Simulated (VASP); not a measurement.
Ge, 1 atom in the cell. It takes space group Cmmm (No. 65, orthorhombic). Conventional cell: a = 2.724 Å, b = 5.071 Å, c = 2.563 Å, α = 90.00°, β = 90.00°, γ = 90.00°. Ge (site symmetry mmm) has 8 Ge at 2.56 to 2.88 Å within 3.4 Å.  This cell differs from its parent crystal: strain -0.025 along x and y, -0.050 along z.

```yaml
Program: VASP 6.6.1
Task: single point
Functional: PBE
Potentials_or_basis: VASP PAW PBE potentials, release 64 (Ge_d)
Cutoff: 520 eV
k_mesh: 20 × 20 × 18
Occupations: gaussian, width 0.15 eV
Spin: no spin polarisation
Dipole_correction: no
Further_INCAR_settings: ALGO = Normal; EDIFF = 1e-06; NBANDS = 13
```

Potentials or basis: VASP PAW PBE potentials, release 64 (Ge_d).

Command:

```sh
$ cat potpaw_PBE.64/Ge_d/POTCAR > POTCAR
$ mpirun -np 1 vasp_std > vasp.out
```

Hardware: 1 thread of AMD EPYC 7R13, on a shared host.

Q: Estimate the wall time of this run.

A: Wall time 2.7 min on 1 thread of AMD EPYC 7R13 (shared host), peak memory 0.31 GiB. Counts: scf iterations 10, k points 1110.
